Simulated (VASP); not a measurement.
# CaO (Fm-3m) in VASP: notebook, part 2 of 2

VASP 6.6.1. The steps go on from the part before.

### 3 Single point, PBEsol

This run uses another cell than the first one, of 12.21 Å³/atom, 0.971 times its volume.

INCAR reads:

```
PREC = Accurate
ENCUT = 520
EDIFF = 1E-6
ISMEAR = 0
SIGMA = 0.01
LREAL = F
LASPH = T
NELM = 100
ALGO = Normal
ISIF = 2
LWAVE = F
LCHARG = F
GGA = PS
NBANDS = 15
```

KPOINTS reads:

```
regular mesh
0
Gamma
  8 8 8
```

POSCAR reads:

```
CaO
1.0
    2.3027454375      2.3027454375      0.0000000000
   -2.3027454375      2.3027454375      0.0000000000
    0.0000000000      2.3027454375      2.3027454375
Ca O
1 1
Direct
    0.0000000000      0.0000000000      0.0000000000
    0.5000000000      0.5000000000      0.0000000000
```

Potentials or basis: VASP PAW PBE potentials, release 64 (Ca_sv, O).

Started as:

```sh
$ cat potpaw_PBE.64/Ca_sv/POTCAR potpaw_PBE.64/O/POTCAR > POTCAR
$ mpirun -np 1 vasp_std > vasp.out
```

OUTCAR:

```text
PREC = Accurate
   ENCUT = 520
   EDIFF = 1E-6
   ISMEAR = 0
   LREAL = F
   LASPH = T
   NELM = 100
   ISIF = 2
   GGA = PS

 ion  position               nearest neighbor table
   1  0.000  0.000  0.000-   2 2.30   2 2.30   2 2.30   2 2.30   2 2.30   2 2.30
   2  0.500  0.500  0.000-   1 2.30   1 2.30   1 2.30   1 2.30   1 2.30   1 2.30

  LATTYP: Found a face centered cubic cell.
 ALAT       =     4.6054908750

  Lattice vectors:

 A1 = (   0.0000000000,   2.3027454375,   2.3027454375)
 A2 = (   2.3027454375,   0.0000000000,   2.3027454375)
 A3 = (   2.3027454375,   2.3027454375,   0.0000000000)

Analysis of symmetry for initial positions (statically):
=====================================================================
 Subroutine PRICEL returns:
 Original cell was already a primitive cell.

 Routine SETGRP: Setting up the symmetry group for a
 face centered cubic supercell.

 Subroutine GETGRP returns: Found 48 space group operations
 (whereof 48 operations were pure point group operations)
 out of a pool of 48 trial point group operations.

The static configuration has the point symmetry O_h .

Analysis of symmetry for dynamics (positions and initial velocities):
=====================================================================
 Subroutine PRICEL returns:
 Original cell was already a primitive cell.

 Routine SETGRP: Setting up the symmetry group for a
 face centered cubic supercell.

 Subroutine GETGRP returns: Found 48 space group operations
 (whereof 48 operations were pure point group operations)
 out of a pool of 48 trial point group operations.

The dynamic configuration has the point symmetry O_h .

 Subroutine INISYM returns: Found 48 space group operations
 (whereof 48 operations are pure point group operations),
 and found     1 'primitive' translations

----------------------------------------------------------------------------------------

                                     Primitive cell

[... 114 lines left out ...]
   LORBIT       =      0    0 simple, 1 ext, 2 COOP (PROOUT), +10 PAW based schemes
   GGA     = PS    functional components
   LHFCALC =     F    Hartree Fock is set to
   AEXX    =    0.0000 exact exchange contribution
   IVDW    =     0    specifies the selected vdW correction
   LEPSILON=     F    determine dielectric tensor
   LRPA    =     F    only Hartree local field effects (RPA)
 non-spin polarized calculation
 Gauss-broadening in eV      SIGMA  =   0.01
  energy-cutoff  :      520.00
  volume of cell :       24.42
 maximum number of plane-waves:       684
   NGX = 13   NGY = 13   NGZ = 13

 number of electron      16.0000004 magnetization

 Free energy of the ion-electron system (eV)
  ---------------------------------------------------
  ext. energy  EPLUGINS =         0.00000000
  ---------------------------------------------------
  free energy    TOTEN  =       -13.28005472 eV

  energy without entropy =      -13.28005472  energy(sigma->0) =      -13.28005472

 E-fermi :   3.0705     XC(G=0): -11.3894

 val. band max:        2.9782279132   @ k =   0.0000   0.0000   0.0000
 cond. band min:       6.4098058469   @ k =   0.5000   0.5000   0.0000
 fundamental gap:      3.4315779338
 Fermi energy:         3.0705242729

 k-point     1 :       0.0000    0.0000    0.0000
  band No.  band energies     occupation
      1     -33.9332      2.00000
      2     -14.6489      2.00000
      3     -14.6489      2.00000
      4     -14.6489      2.00000
      5     -12.7186      2.00000
      6       2.9782      2.00000
      7       2.9782      2.00000
      8       2.9782      2.00000
      9       8.6490      0.00000
     10       9.4427      0.00000
     11       9.4427      0.00000
     12       9.4427      0.00000
     13      11.2219      0.00000
     14      11.2219      0.00000
[... 401 lines left out ...]
      2     -16.1602      2.00000
      3     -15.0272      2.00000
      4     -14.8453      2.00000
      5     -11.2954      2.00000
      6       0.6767      2.00000
      7       1.7080      2.00000
      8       1.7121      2.00000
      9      10.1718      0.00000
     10      10.2389      0.00000
     11      12.5126      0.00000
     12      12.9343      0.00000
     13      14.2899      0.00000
     14      16.1240      0.00000
     15      18.4810      0.00000

 [... further k-points ...]
[... 5 lines left out ...]
  --------------------------------------------------------------------------------------
  -------------------------------------------------------------------------------------
  Total        2.4353627      2.4353627      2.4353627      0.0000000     -0.0000000      0.0000000
  in kB      159.7741249    159.7741249    159.7741249      0.0000000     -0.0000000      0.0000000
  external PRESSURE =     159.7741249 kB  Pullay stress =       0.0000000 kB

 VOLUME and BASIS-vectors are now :
 -----------------------------------------------------------------------------
  energy-cutoff  :      520.00
  volume of cell :       24.42
      direct lattice vectors                 reciprocal lattice vectors
     2.302745438  2.302745438  0.000000000     0.217132121  0.217132121 -0.217132121
    -2.302745438  2.302745438  0.000000000    -0.217132121  0.217132121 -0.217132121
     0.000000000  2.302745438  2.302745438     0.000000000  0.000000000  0.434264241

 POSITION                                       TOTAL-FORCE (eV/Angst)
 -----------------------------------------------------------------------------------
      0.00000      0.00000      0.00000        -0.000000      0.000000      0.000000
      0.00000      2.30275      0.00000         0.000000     -0.000000      0.000000
 -----------------------------------------------------------------------------------
    total drift:                                0.000000     -0.000000     -0.000000

  FREE ENERGIE OF THE ION-ELECTRON SYSTEM (eV)
  ---------------------------------------------------
  free  energy   TOTEN  =       -13.2800547199 eV

  energy  without entropy=      -13.2800547199  energy(sigma->0) =      -13.28005472
```

OSZICAR:

```text
N       E                     dE             d eps       ncg     rms          rms(c)
DAV:   1     0.120379043721E+03    0.12038E+03   -0.84656E+03   878   0.111E+03
DAV:   2    -0.104083411250E+02   -0.13079E+03   -0.12157E+03  1088   0.295E+02
DAV:   3    -0.147071729191E+02   -0.42988E+01   -0.42739E+01  1038   0.556E+01
DAV:   4    -0.148445778512E+02   -0.13740E+00   -0.13734E+00  1203   0.845E+00
DAV:   5    -0.148470622529E+02   -0.24844E-02   -0.24844E-02  1031   0.950E-01    0.816E+00
DAV:   6    -0.133624830177E+02    0.14846E+01   -0.40248E+00   990   0.213E+01    0.326E+00
DAV:   7    -0.132972055014E+02    0.65278E-01   -0.32500E-01  1031   0.630E+00    0.173E+00
DAV:   8    -0.132812749194E+02    0.15931E-01   -0.66169E-02  1122   0.273E+00    0.402E-01
DAV:   9    -0.132797575789E+02    0.15173E-02   -0.47428E-03   912   0.611E-01    0.965E-02
DAV:  10    -0.132800738408E+02   -0.31626E-03   -0.43112E-04  1010   0.237E-01    0.333E-02
DAV:  11    -0.132800551709E+02    0.18670E-04   -0.35913E-05  1233   0.823E-02    0.563E-03
DAV:  12    -0.132800547199E+02    0.45098E-06   -0.41937E-06   961   0.191E-02
   1 F= -.13280055E+02 E0= -.13280055E+02  d E =-.333058E-41
```

stdout:

```text
POSCAR found type information on POSCAR CaO
 POSCAR found :  2 types and       2 ions
 scaLAPACK will be used
 -----------------------------------------------------------------------------
|                                                                             |
|                                                                             |
|     You enforced a specific xc type in the INCAR file but a different       |
|     I HOPE YOU KNOW WHAT YOU ARE DOING!                                     |
|                                                                             |
 -----------------------------------------------------------------------------

 LDA part: xc-table for (Slater+PW92), standard interpolation
 POSCAR, INCAR and KPOINTS ok, starting setup
 FFT: planning ... GRIDC
 FFT: planning ... GRID_SOFT
 FFT: planning ... GRID
 WAVECAR not read
 entering main loop
```

Run time: 3.7 s. Hardware: 1 thread of Intel Xeon 6975P-C (Granite Rapids), shared host; peak memory 0.14 GiB.

Results:

```yaml
Free_energy: -13.2801 eV
Pressure: 16.0 GPa
Band_gap_on_the_k_mesh: 3.43 eV, indirect (least direct gap 3.76 eV)
```

Caveat: the PAW data sets were made with another functional, which shifts forces and pressure a little.

### 4 Single point, PBEsol

This run uses another cell than the first one, of 12.21 Å³/atom, 0.971 times its volume.

INCAR reads:

```
SYSTEM = CaO
PREC = Accurate ; ENCUT = 520
EDIFF = 1E-7 ; ISMEAR = 0
SIGMA = 0.01 ; LREAL = .False.
LASPH = .True. ; NELM = 80
ALGO = Normal ; ISIF = 2
LWAVE = .False. ; LCHARG = .False.
GGA = PS ; NBANDS = 15
```

KPOINTS reads:

```
Automatic mesh
0
Gamma
  8 8 8
  0 0 0
```

POSCAR is that of step 3.

Started as:

```sh
$ cat potpaw_PBE.64/Ca_sv/POTCAR potpaw_PBE.64/O/POTCAR > POTCAR
$ mpirun -np 1 vasp_std > vasp.out
```

Run time: 4.2 s. Hardware: 1 thread of Intel Xeon 6975P-C (Granite Rapids), shared host; peak memory 0.14 GiB.

It converged, with:

| Property | Result |
| --- | --- |
| Free energy | -13.2801 eV |
| Pressure | 16.0 GPa |
| Band gap on the k mesh | 3.43 eV, indirect (least direct gap 3.77 eV) |

Levels at points of the mesh, in eV from the valence-band top:
```csv
k point,band 5,band 6,band 7,band 8,band 9,band 10,band 11,band 12
"(0.00, 0.00, 0.00)",-15.70,0.00,0.00,0.00,5.67,6.47,6.47,6.47
"(0.50, 0.00, 0.00)",-13.82,-3.02,-1.51,-1.51,7.62,9.07,9.07,9.34
"(0.50, 0.50, 0.00)",-15.48,-1.21,-0.33,-0.33,3.43,9.04,9.65,10.47
```

Caveat: the PAW data sets were made with another functional, which shifts forces and pressure a little. A k mesh can miss the band edges.
